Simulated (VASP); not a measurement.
# Mn3Sb (Pm-3m) in VASP: further runs, part 2 of 2

VASP 6.6.1. The steps go on from the part before.

**3. Single point, r2SCAN**

POSCAR

```
Mn3Sb
1.0
    4.0347720000      0.0000000000      0.0000000000
    0.0000000000      4.0347720000      0.0000000000
    0.0000000000      0.0000000000      4.0347720000
Mn Sb
3 1
Direct
    0.0000000000      0.5000000000      0.5000000000
    0.5000000000      0.0000000000      0.5000000000
    0.5000000000      0.5000000000      0.0000000000
    0.0000000000      0.0000000000      0.0000000000
```

INCAR.step1

```
ALGO = Normal ; EDIFF = 1E-4
ENCUT = 520 ; GGA = PE
ISMEAR = -5 ; ISYM = 0
LASPH = T ; LCHARG = F
LREAL = F ; LWAVE = T
NBANDS = 30 ; NELM = 100
PREC = Accurate ; SIGMA = 0.1
```

INCAR.step2

```
ALGO = Normal ; EDIFF = 1E-6
ENCUT = 520 ; ISIF = 2
ISMEAR = -5 ; ISTART = 1
ISYM = 0 ; LASPH = T
LCHARG = T ; LELF = T
LMIXTAU = T ; LREAL = F
LVHAR = T ; LWAVE = F
METAGGA = R2SCAN ; NBANDS = 30
NELM = 100 ; PREC = Accurate
SIGMA = 0.1
```

KPOINTS

```
k-points
0
Gamma
  5 5 5
```

Potentials or basis: VASP PAW PBE potentials, release 64 (Mn_pv, Sb).

The run is started by

```bash
> cat potpaw_PBE.64/Mn_pv/POTCAR potpaw_PBE.64/Sb/POTCAR > POTCAR
> cp INCAR.step1 INCAR
> mpirun -np 1 vasp_std > vasp.out
> cp INCAR.step2 INCAR
> mpirun -np 1 vasp_std > vasp.out
```

OUTCAR:

```text
EDIFF = 1E-6
   ENCUT = 520
   ISIF = 2
   ISMEAR = -5
   ISTART = 1
   ISYM = 0
   LASPH = T
   LREAL = F
   METAGGA = R2SCAN
   NELM = 100
   PREC = Accurate

 ion  position               nearest neighbor table
   1  0.000  0.500  0.500-   2 2.85   3 2.85   4 2.85   3 2.85   4 2.85   2 2.85   4 2.85   4 2.85
                             2 2.85   3 2.85   3 2.85   2 2.85
   2  0.500  0.000  0.500-   1 2.85   3 2.85   4 2.85   3 2.85   4 2.85   1 2.85   3 2.85   3 2.85
                             1 2.85   4 2.85   4 2.85   1 2.85
   3  0.500  0.500  0.000-   1 2.85   2 2.85   4 2.85   1 2.85   2 2.85   2 2.85   4 2.85   2 2.85
                             1 2.85   4 2.85   1 2.85   4 2.85
   4  0.000  0.000  0.000-   1 2.85   2 2.85   3 2.85   1 2.85   2 2.85   1 2.85   3 2.85   1 2.85
                             2 2.85   3 2.85   2 2.85   3 2.85

IMPORTANT INFORMATION: All symmetrisations will be switched off!
NOSYMM: (Re-)initialisation of all symmetry stuff for point group C_1.

----------------------------------------------------------------------------------------

                                     Primitive cell

  volume of cell :      65.6836

  direct lattice vectors                    reciprocal lattice vectors
[... 146 lines left out ...]
 fundamental gap:     -0.0261008043
 Fermi energy:         8.3427421618

 k-point     1 :       0.0000    0.0000    0.0000
  band No.  band energies     occupation
      1     -41.3671      2.00000
      2     -41.3656      2.00000
      3     -41.3629      2.00000
      4     -41.3042      2.00000
      5     -41.3004      2.00000
      6     -41.2989      2.00000
[... 781 lines left out ...]
     29      11.2553      0.00000
     30      12.3905      0.00000

 [... further k-points ...]

------------------------ aborting loop because EDIFF is reached ----------------------------------------

  FORCE on cell =-STRESS in cart. coord.  units (eV):
  Direction    XX          YY          ZZ          XY          YZ          ZX
  --------------------------------------------------------------------------------------
  -------------------------------------------------------------------------------------
  Total      -12.7440393    -12.3694124    -12.4317362      0.0426207     -0.0087052     -0.0499698
  in kB     -310.8570270   -301.7189970   -303.2392222      1.0396194     -0.2123407     -1.2188814
  external PRESSURE =    -305.2717487 kB  Pullay stress =       0.0000000 kB

 VOLUME and BASIS-vectors are now :
 -----------------------------------------------------------------------------
  energy-cutoff  :      520.00
  volume of cell :       65.68
      direct lattice vectors                 reciprocal lattice vectors
     4.034772000  0.000000000  0.000000000     0.247845479  0.000000000  0.000000000
     0.000000000  4.034772000  0.000000000     0.000000000  0.247845479  0.000000000
     0.000000000  0.000000000  4.034772000     0.000000000  0.000000000  0.247845479

 POSITION                                       TOTAL-FORCE (eV/Angst)
 -----------------------------------------------------------------------------------
      0.00000      2.01739      2.01739        -0.000005     -0.000001      0.000002
      2.01739      0.00000      2.01739         0.000007     -0.000001      0.000001
      2.01739      2.01739      0.00000        -0.000047      0.000009     -0.000002
      0.00000      0.00000      0.00000         0.000044     -0.000007     -0.000001
 -----------------------------------------------------------------------------------
    total drift:                               -0.000002     -0.000004      0.000002

  FREE ENERGIE OF THE ION-ELECTRON SYSTEM (eV)
  ---------------------------------------------------
  free  energy   TOTEN  =       -64.9612316743 eV

  energy  without entropy=      -64.9612316743  energy(sigma->0) =      -64.96123167
```

OUTCAR.step1:

```text
EDIFF = 1E-4
   ENCUT = 520
   GGA = PE
   ISMEAR = -5
   ISYM = 0
[... 989 lines left out ...]
      0.00000      2.01739      2.01739        -0.000011     -0.000003     -0.000004
      2.01739      0.00000      2.01739        -0.000009      0.000003      0.000005
      2.01739      2.01739      0.00000         0.000016      0.000005     -0.000007
      0.00000      0.00000      0.00000         0.000003     -0.000005      0.000005
 -----------------------------------------------------------------------------------
    total drift:                               -0.000009      0.000014     -0.000022

  FREE ENERGIE OF THE ION-ELECTRON SYSTEM (eV)
  ---------------------------------------------------
  free  energy   TOTEN  =       -27.9040845024 eV

  energy  without entropy=      -27.9040845024  energy(sigma->0) =      -27.90408450
```

Wall time 13 min (1 thread of Intel Xeon 6975P-C (Granite Rapids), shared host); peak memory 0.25 GiB.

What came out:

```
Free energy            : -64.9612 eV
Pressure               : -30.5 GPa
Band gap on the k mesh : zero (bands 22 and 23 overlap by 0.27 eV)
```

Caveat: the cell stands under tension; the PAW data sets were made with another functional, which shifts forces and pressure a little; spin-orbit coupling is left out, which moves the levels of the heavy elements; the run has no spin polarisation, though such a crystal can be magnetic; tetrahedron occupations give inexact forces and stress in metals. Spin polarisation is off, so any magnetic state and its effect on volume and gap are missing.
